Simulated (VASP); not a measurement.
# B2H7N2 in VASP: further runs, part 2 of 2

VASP 6.6.1. Earlier steps stand in the parts before.

**3. Single point, PBE**

This run uses another cell than the first one.

File INCAR:

```
SYSTEM = B2H7N2
PREC = Accurate
ENCUT = 520
EDIFF = 1E-6
ISMEAR = 0
SIGMA = 0.05
LREAL = Auto
LASPH = .True.
NELM = 100
ALGO = Normal
ISIF = 2
LWAVE = .False.
LCHARG = .True.
GGA = PE
LELF = .True.
LVHAR = .True.
NBANDS = 40
```

File KPOINTS:

```
Automatic mesh
0
Gamma
  1 1 6
  0 0 0
```

File POSCAR:

```
B2H7N2
1.0
   12.6000000000      0.0000000000      0.0000000000
    0.0000000000     13.8000000000      0.0000000000
    0.0000000000      0.0000000000      6.4484231893
B N H
4 4 14
Direct
    0.5597317210      0.5000000000      0.0004236561
    0.4287740764      0.5000000000      0.3362881520
    0.4882268721      0.5967856610      0.6624807759
    0.4882268721      0.4032143390      0.6624807759
    0.5464745830      0.5000000000      0.2440672537
    0.4366775418      0.5000000000      0.5816972047
    0.5024807262      0.5917882317      0.9105280591
    0.5024807262      0.4082117683      0.9105280591
    0.6524851440      0.5000000000      0.9508105443
    0.5853511937      0.4417572937      0.3081493219
    0.5853511937      0.5582427063      0.3081493219
    0.3832648535      0.4267993731      0.2768860432
    0.3832648535      0.5732006269      0.2768860432
    0.3584761968      0.5000000000      0.6257462473
    0.4318122085      0.6660043887      0.6230602777
    0.5777234675      0.6063333933      0.5919120578
    0.5453023461      0.6521491360      0.9492978769
    0.4309265037      0.6009737915      0.9849113919
    0.4318122085      0.3339956113      0.6230602777
    0.5777234675      0.3936666067      0.5919120578
    0.5453023461      0.3478508640      0.9492978769
    0.4309265037      0.3990262085      0.9849113919
```

Potentials or basis: VASP PAW PBE potentials, release 64 (B, N, H).

Started as:

```console
$ cat potpaw_PBE.64/B/POTCAR potpaw_PBE.64/N/POTCAR potpaw_PBE.64/H/POTCAR > POTCAR
$ mpirun -np 1 vasp_std > vasp.out
```

OUTCAR:

```text
SYSTEM = B2H7N2
   PREC = Accurate
   ENCUT = 520
   EDIFF = 1E-6
   ISMEAR = 0
   LREAL = Auto
   LASPH = .True.
   NELM = 100
   ISIF = 2
   GGA = PE

 ion  position               nearest neighbor table
   1  0.560  0.500  0.000-   9 1.21   8 1.57   7 1.57   5 1.58
   2  0.429  0.500  0.336-  12 1.22  13 1.22   6 1.59   5 1.60
   3  0.488  0.597  0.662-  15 1.22  16 1.22   6 1.57   7 1.61
   4  0.488  0.403  0.662-  19 1.22  20 1.22   6 1.57   8 1.61
   5  0.546  0.500  0.244-  10 1.03  11 1.03   1 1.58   2 1.60
   6  0.437  0.500  0.582-  14 1.03   4 1.57   3 1.57   2 1.59
   7  0.502  0.592  0.911-  17 1.02  18 1.03   1 1.57   3 1.61
   8  0.502  0.408  0.911-  21 1.02  22 1.03   1 1.57   4 1.61
   9  0.652  0.500  0.951-   1 1.21
  10  0.585  0.442  0.308-   5 1.03
  11  0.585  0.558  0.308-   5 1.03
  12  0.383  0.427  0.277-   2 1.22
  13  0.383  0.573  0.277-   2 1.22
  14  0.358  0.500  0.626-   6 1.03
  15  0.432  0.666  0.623-   3 1.22
  16  0.578  0.606  0.592-   3 1.22
  17  0.545  0.652  0.949-   7 1.02
  18  0.431  0.601  0.985-   7 1.03
  19  0.432  0.334  0.623-   4 1.22
  20  0.578  0.394  0.592-   4 1.22
  21  0.545  0.348  0.949-   8 1.02
  22  0.431  0.399  0.985-   8 1.03

  LATTYP: Found a simple orthorhombic cell.
 ALAT       =     6.4484231893
 B/A-ratio  =     1.9539660519
 C/A-ratio  =     2.1400580568

  Lattice vectors:

 A1 = (   0.0000000000,   0.0000000000,   6.4484231893)
 A2 = (  12.6000000000,   0.0000000000,   0.0000000000)
 A3 = (   0.0000000000,  13.8000000000,   0.0000000000)

Analysis of symmetry for initial positions (statically):
=====================================================================
 Subroutine PRICEL returns:
 Original cell was already a primitive cell.

 Routine SETGRP: Setting up the symmetry group for a
 simple orthorhombic supercell.

[... 159 lines left out ...]
  Fermi-wavevector in a.u.,A,eV,Ry     =   0.564625  1.066986  4.337549  0.318801
  Thomas-Fermi vector in A             =   1.602263
   LORBIT       =      0    0 simple, 1 ext, 2 COOP (PROOUT), +10 PAW based schemes
   GGA     = PE    functional components
   LHFCALC =     F    Hartree Fock is set to
   AEXX    =    0.0000 exact exchange contribution
   IVDW    =     0    specifies the selected vdW correction
   LEPSILON=     F    determine dielectric tensor
   LRPA    =     F    only Hartree local field effects (RPA)
 non-spin polarized calculation
 Gauss-broadening in eV      SIGMA  =   0.05
  energy-cutoff  :      520.00
  volume of cell :     1121.25
 maximum number of plane-waves:     30224
 NGX is ok and might be reduce to    96
   NGX = 47   NGY = 51   NGZ = 23

 number of electron      46.0000008 magnetization

 Free energy of the ion-electron system (eV)
  ---------------------------------------------------
  ext. energy  EPLUGINS =         0.00000000
  ---------------------------------------------------
  free energy    TOTEN  =      -116.27257627 eV

  energy without entropy =     -116.27257627  energy(sigma->0) =     -116.27257627

 E-fermi :  -5.4104     XC(G=0):  -1.7991

 val. band max:       -5.6902992279   @ k =   0.0000   0.0000   0.5000
 cond. band min:      -0.1871454783   @ k =   0.0000   0.0000   0.0000
 fundamental gap:      5.5031537496
 Fermi energy:        -5.4103696944

 k-point     1 :       0.0000    0.0000    0.0000
  band No.  band energies     occupation
      1     -22.6956      2.00000
      2     -21.5992      2.00000
      3     -21.4978      2.00000
      4     -20.5457      2.00000
      5     -13.1457      2.00000
      6     -12.9548      2.00000
[... 141 lines left out ...]
     34       2.0783      0.00000
     35       2.2210      0.00000
 [bands above 35 left out]

------------------------ aborting loop because EDIFF is reached ----------------------------------------

  FORCE on cell =-STRESS in cart. coord.  units (eV):
  Direction    XX          YY          ZZ          XY          YZ          ZX
  --------------------------------------------------------------------------------------
  -------------------------------------------------------------------------------------
  Total       -0.1861373     -0.1577089     -0.1749822      0.0000000      0.0000000     -0.0013273
  in kB       -0.2659749     -0.2253531     -0.2500353      0.0000000      0.0000000     -0.0018966
  external PRESSURE =      -0.2471211 kB  Pullay stress =       0.0000000 kB

 VOLUME and BASIS-vectors are now :
 -----------------------------------------------------------------------------
  energy-cutoff  :      520.00
  volume of cell :     1121.25
      direct lattice vectors                 reciprocal lattice vectors
    12.600000000  0.000000000  0.000000000     0.079365079  0.000000000  0.000000000
     0.000000000 13.800000000  0.000000000     0.000000000  0.072463768  0.000000000
     0.000000000  0.000000000  6.448423189     0.000000000  0.000000000  0.155076671

 POSITION                                       TOTAL-FORCE (eV/Angst)
 -----------------------------------------------------------------------------------
      7.05262      6.90000      0.00273        -0.005172     -0.000000     -0.005438
      5.40255      6.90000      2.16853         0.005038     -0.000000     -0.011368
      6.15166      8.23564      4.27196         0.008802     -0.001397      0.005872
      6.15166      5.56436      4.27196         0.008802      0.001397      0.005872
      6.88558      6.90000      1.57385         0.014299     -0.000000      0.010966
      5.50214      6.90000      3.75103        -0.016909     -0.000000      0.002797
[... 14 lines left out ...]
      6.87081      4.80034      6.12147         0.002150     -0.000829     -0.004063
      5.42967      5.50656      6.35113        -0.006297      0.004615     -0.000306
 -----------------------------------------------------------------------------------
    total drift:                               -0.000640     -0.000000      0.000828

  FREE ENERGIE OF THE ION-ELECTRON SYSTEM (eV)
  ---------------------------------------------------
  free  energy   TOTEN  =      -116.2725762718 eV

  energy  without entropy=     -116.2725762718  energy(sigma->0) =     -116.27257627
```

OSZICAR:

```text
N       E                     dE             d eps       ncg     rms          rms(c)
DAV:   1     0.344585896134E+03    0.34459E+03   -0.13960E+04   360   0.756E+02
DAV:   2    -0.330277534253E+02   -0.37761E+03   -0.35615E+03   504   0.170E+02
DAV:   3    -0.123360645006E+03   -0.90333E+02   -0.89937E+02   416   0.952E+01
[... 19 lines left out ...]
DAV:  23    -0.116272565928E+03   -0.93344E-05   -0.45452E-07   312   0.285E-03    0.950E-04
DAV:  24    -0.116272572767E+03   -0.68394E-05   -0.57495E-07   304   0.290E-03    0.819E-04
DAV:  25    -0.116272574852E+03   -0.20847E-05   -0.15462E-07   320   0.208E-03    0.293E-04
DAV:  26    -0.116272576045E+03   -0.11931E-05   -0.94741E-08   312   0.102E-03    0.291E-04
DAV:  27    -0.116272576272E+03   -0.22669E-06   -0.85032E-09   336   0.376E-04
   1 F= -.11627258E+03 E0= -.11627258E+03  d E =-.115634E-15
```

stdout:

```text
POSCAR found type information on POSCAR B N H
 POSCAR found :  3 types and      22 ions
 scaLAPACK will be used
 LDA part: xc-table for (Slater+PW92), standard interpolation
 POSCAR, INCAR and KPOINTS ok, starting setup
 FFT: planning ... GRIDC
 FFT: planning ... GRID_SOFT
 FFT: planning ... GRID
 WAVECAR not read
 entering main loop
```

Run time: 14 min. Hardware: 1 thread of Intel Xeon 8259CL, shared host; peak memory 0.97 GiB.

Results:

| Property | Result |
| --- | --- |
| Free energy | -116.2726 eV |
| Largest force | 0.026 eV/Å |
| Band gap on the k mesh | 5.50 eV (least direct gap 5.58 eV) |

Forces on the atoms (eV/Å):
```
B   -0.005  0.000 -0.005
B    0.005  0.000 -0.011
B    0.009 -0.001  0.006
B    0.009  0.001  0.006
N    0.014  0.000  0.011
N   -0.017  0.000  0.003
N   -0.002  0.025  0.003
N   -0.002 -0.025  0.003
H    0.008  0.000 -0.001
H   -0.002 -0.006  0.001
H   -0.002  0.006  0.001
H   -0.003 -0.007 -0.001
H   -0.003  0.007 -0.001
H   -0.008  0.000  0.003
H   -0.005  0.006 -0.002
H    0.010  0.003 -0.002
H    0.002  0.001 -0.004
H   -0.006 -0.005  0.000
H   -0.005 -0.006 -0.002
H    0.010 -0.003 -0.002
H    0.002 -0.001 -0.004
H   -0.006  0.005  0.000
```

Levels at points of the mesh, in eV from the valence-band top:
```
           k point  band 19  band 20  band 21  band 22  band 23  band 24  band 25  band 26  band 27  band 28
(0.00, 0.00, 0.00)    -1.17    -1.15    -0.34    -0.24    -0.08     5.50     5.80     5.82     6.41     6.84
(0.00, 0.00, 0.50)    -1.18    -0.98    -0.39    -0.24     0.00     5.58     6.15     6.17     6.56     6.81
```
